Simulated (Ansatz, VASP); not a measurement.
**Two plane-wave programs on Si**

File INCAR:

```
PREC = Accurate
ENCUT = 520
EDIFF = 1E-7
ISMEAR = 0
SIGMA = 0.1
LREAL = False
LASPH = True
NELM = 100
ALGO = Normal
ISIF = 2
LWAVE = False
LCHARG = False
LDIPOL = True
IDIPOL = 3
DIPOL = 0.5 0.5 0.397
GGA = PE
IVDW = 12
NBANDS = 16
```

KPOINTS

```
regular mesh
0
Gamma
  9 9 1
```

POSCAR

```
Si
1.0
    3.8475254748      0.0000000000      0.0000000000
   -1.9237627374      3.3320548028      0.0000000000
    0.0000000000      0.0000000000     18.4415958287
Si
4
Direct
    0.3333333333      0.6666666667      0.2695427207
    0.6666666667      0.3333333333      0.2440135898
    1.5555555556     -0.5555555556      0.5499304899
    1.2222222222     -0.2222222222      0.5244013590
```

Input for Ansatz:

```yaml
crystal:
  lattice:
    - [3.8475254748, 0.0, 0.0]
    - [-1.9237627374, 3.3320548028, 0.0]
    - [0.0, 0.0, 18.4415958287]
  atoms:
    - { symbol: Si, position: [0.3333333333, 0.6666666667, 0.2695427207] }
    - { symbol: Si, position: [0.6666666667, 0.3333333333, 0.2440135898] }
    - { symbol: Si, position: [1.5555555556, -0.5555555556, 0.5499304899] }
    - { symbol: Si, position: [1.2222222222, -0.2222222222, 0.524401359] }
basis:
  ecutwfc: 420
kpoints:
  mp_grid: { grid: [9, 9, 1] }
hamiltonian:
  xc: pbe
  pseudopotentials: { kind: paw, azcp: { folder: soft_1 } }
  dispersion: d3bj
scf:
  occupations: { method: gaussian, width: 0.1 }
output:
  forces: true
  eigenvalues: true
efield:
  axis: 3
  dipole_correction: true
  ramp_width: 0.04
```

Alike in both runs: task single point; functional PBE; dispersion D3(BJ); k mesh 9 × 9 × 1; occupations gaussian, width 0.1 eV; no spin polarisation.

```csv
,VASP,Ansatz
version,VASP 6.6.1,Ansatz 0.2.0
potentials or method,"VASP PAW PBE potentials, release 64 (Si), cutoff 520 eV","scalar-relativistic, plane waves, PAW"
valence electrons in the cell,16,16
```

|  | VASP | Ansatz | Ansatz less VASP |
| --- | --- | --- | --- |
| gap on the k mesh at the Fermi level (eV) | 0.16 | 0.16 | 0.000 |
| least direct gap on the mesh (eV) | 0.16 | 0.16 | 0.000 |
| rms of the force components (eV/Å) | 0.035 | 0.036 | +0.0011 |

Atom by atom the forces differ by 0.003 eV/Å (rms over components).
